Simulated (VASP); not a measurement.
A run of VASP 6.6.1 is set up as follows.

POSCAR

```
SnSe2
1.0
    6.5668286779      0.0000000000      0.0000000000
    0.0000000000      6.5668286779      0.0000000000
    0.0000000000      0.0000000000      3.9933478434
Sn Se
2 4
Direct
    0.0000000000      0.0000000000      0.0000000000
    0.5000000000      0.5000000000      0.5000000000
    0.3072983795      0.3072983795      0.0000000000
    0.1927016205      0.8072983795      0.5000000000
    0.8072983795      0.1927016205      0.5000000000
    0.6927016205      0.6927016205      0.0000000000
```

Contents of INCAR.step1:

```
SYSTEM = SnSe2
ALGO = Normal
EDIFF = 1E-4
ENCUT = 520
GGA = PE
ISMEAR = -1
LASPH = .True.
LCHARG = .False.
LREAL = .False.
LWAVE = .True.
NBANDS = 35
NELM = 80
PREC = Accurate
SIGMA = 0.02
```

Contents of INCAR.step2:

```
SYSTEM = SnSe2
ALGO = Normal
EDIFF = 1E-6
ENCUT = 520
ISIF = 2
ISMEAR = -1
ISTART = 1
LASPH = .True.
LCHARG = .False.
LMIXTAU = .True.
LREAL = .False.
LWAVE = .False.
METAGGA = R2SCAN
NBANDS = 35
NELM = 80
PREC = Accurate
SIGMA = 0.02
```

File KPOINTS:

```
k-points
0
Gamma
  4 4 6
  0 0 0
```

Potentials or basis: VASP PAW PBE potentials, release 64 (Sn_d, Se).

Launch:

```console
$ cat potpaw_PBE.64/Sn_d/POTCAR potpaw_PBE.64/Se/POTCAR > POTCAR
$ cp INCAR.step1 INCAR
$ mpirun -np 1 vasp_std > vasp.out
$ cp INCAR.step2 INCAR
$ mpirun -np 1 vasp_std > vasp.out
```

Estimate the largest force.

0.109 eV/Å.

Estimate the band gap on the k mesh.

0.05 eV (least direct gap 0.10 eV).

What does it give for the pressure?

-1.6 GPa.

Stress tensor (GPa, compression positive):
```
-1.47  0.00  0.00
 0.00 -1.47  0.00
 0.00  0.00 -1.97
```

Caveat: the structure was generated, so it needn't be the stable form of SnSe2; semilocal functionals underestimate gaps, and a narrow one can read as zero; the PAW data sets were made with another functional, which shifts forces and pressure a little; spin-orbit coupling is left out, which moves the levels of the heavy elements. A k mesh can miss the band edges.
